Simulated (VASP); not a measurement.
A run of VASP 6.6.1:

The input INCAR:

```
PREC = Accurate ; ENCUT = 600
EDIFF = 1E-7 ; ISMEAR = 0
SIGMA = 0.1 ; LREAL = F
LASPH = T ; NELM = 100
ALGO = Normal ; ISIF = 3
LWAVE = F ; LCHARG = F
GGA = PE ; IBRION = 2
NSW = 100 ; EDIFFG = -0.01
```

The input KPOINTS:

```
Automatic mesh
0
Gamma
  18 18 10
```

File POSCAR:

```
Li2H
1.0
    2.7979305000      0.0000000000      0.0000000000
   -1.3989653000      2.4230789000      0.0000000000
    0.0000000000      0.0000000000      5.2104407000
Li H
2 1
Direct
    0.6666667000      0.3333333000      0.7603720000
    0.6666667000      0.3333333000      0.2396280000
    0.0000000000      0.0000000000      0.0000000000
```

Potentials or basis: VASP PAW PBE potentials, release 64 (Li_sv, H).

The run is started by

```sh
$ cat potpaw_PBE.64/Li_sv/POTCAR potpaw_PBE.64/H/POTCAR > POTCAR
$ mpirun -np 1 vasp_std > vasp.out
```

Hardware: 1 thread of Oxide Virtual Turin-like Processor (shared host).

**Question.** How long does it take, and how much memory?

**Answer.** It took 2.1 min on 1 thread of Oxide Virtual Turin-like Processor (shared host), peak memory 0.17 GiB. Counts: scf iterations 20, k points 222, ion steps 2.
